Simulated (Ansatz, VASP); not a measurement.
One calculation of SiC, two programs

INCAR

```
SYSTEM = SiC
  ALGO = Normal
  EDIFF = 1E-6
  EDIFFG = -0.002
  ENCUT = 600
  GGA = PE
  IBRION = 2
  ISIF = 3
  ISMEAR = 0
  LASPH = .TRUE.
  LCHARG = .FALSE.
  LREAL = .FALSE.
  LWAVE = .FALSE.
  NELM = 80
  NSW = 80
  PREC = Accurate
  SIGMA = 0.01
```

File KPOINTS:

```
k-points
0
G
  12 12 2
  0 0 0
```

File POSCAR:

```
SiC
1.0
    3.0800000000      0.0000000000      0.0000000000
   -1.5400000000      2.6673582437      0.0000000000
    0.0000000000      0.0000000000     15.1200000000
Si C
6 6
Direct
    0.0000000000      0.0000000000      0.0000000000
    0.3333333333      0.6666666667      0.1666666667
    0.6666666667      0.3333333333      0.3333333333
    0.0000000000      0.0000000000      0.5000000000
    0.6666666667      0.3333333333      0.6666666667
    0.3333333333      0.6666666667      0.8333333333
    0.0000000000      0.0000000000      0.1250000000
    0.3333333333      0.6666666667      0.2916666667
    0.6666666667      0.3333333333      0.4583333333
    0.0000000000      0.0000000000      0.6250000000
    0.6666666667      0.3333333333      0.7916666667
    0.3333333333      0.6666666667      0.9583333333
```

Input for Ansatz:

```yaml
crystal:
  lattice:
    - [3.08, 0.0, 0.0]
    - [-1.54, 2.6673582437, 0.0]
    - [0.0, 0.0, 15.12]
  atoms:
    - { symbol: Si, position: [0.0, 0.0, 0.0] }
    - { symbol: C, position: [0.0, 0.0, 0.125] }
    - { symbol: Si, position: [0.3333333333, 0.6666666667, 0.1666666667] }
    - { symbol: C, position: [0.3333333333, 0.6666666667, 0.2916666667] }
    - { symbol: Si, position: [0.6666666667, 0.3333333333, 0.3333333333] }
    - { symbol: C, position: [0.6666666667, 0.3333333333, 0.4583333333] }
    - { symbol: Si, position: [0.0, 0.0, 0.5] }
    - { symbol: C, position: [0.0, 0.0, 0.625] }
    - { symbol: Si, position: [0.6666666667, 0.3333333333, 0.6666666667] }
    - { symbol: C, position: [0.6666666667, 0.3333333333, 0.7916666667] }
    - { symbol: Si, position: [0.3333333333, 0.6666666667, 0.8333333333] }
    - { symbol: C, position: [0.3333333333, 0.6666666667, 0.9583333333] }
scf:
  occupations: { method: fixed }
output:
  forces: true
  stress: true
  eigenvalues: true
  write_density: true
  write_potential: true
  elf: true
  volumetric_format: npy
hamiltonian:
  xc: pbe
kpoints:
  mp_grid: { grid: [12, 12, 2] }
basis:
  ecutwfc: 560
relax:
  f_tol: 0.002
  max_steps: 60
  cell: { stress_tol: 0.01 }
```

Alike in both runs: task relaxation of cell and atoms; functional PBE; k mesh 12 × 12 × 2; no spin polarisation.

|  | VASP | Ansatz |
| --- | --- | --- |
| version | VASP 6.6.1 | Ansatz 0.2.0 |
| potentials or method | VASP PAW PBE potentials, release 64 (Si, C), cutoff 600 eV | scalar-relativistic, plane waves, PAW |
| occupations | gaussian, width 0.01 eV | fixed |
| valence electrons in the cell | 48 | 48 |

Ansatz gave:

* gap on the k mesh at the Fermi level, each at its own relaxed structure (eV): 2.03
* relaxed volume (Å³/atom): 10.50

Problem. What did VASP give for the same quantities?

Solution. gap on the k mesh at the Fermi level, each at its own relaxed structure (eV): 2.03; relaxed volume (Å³/atom): 10.49.
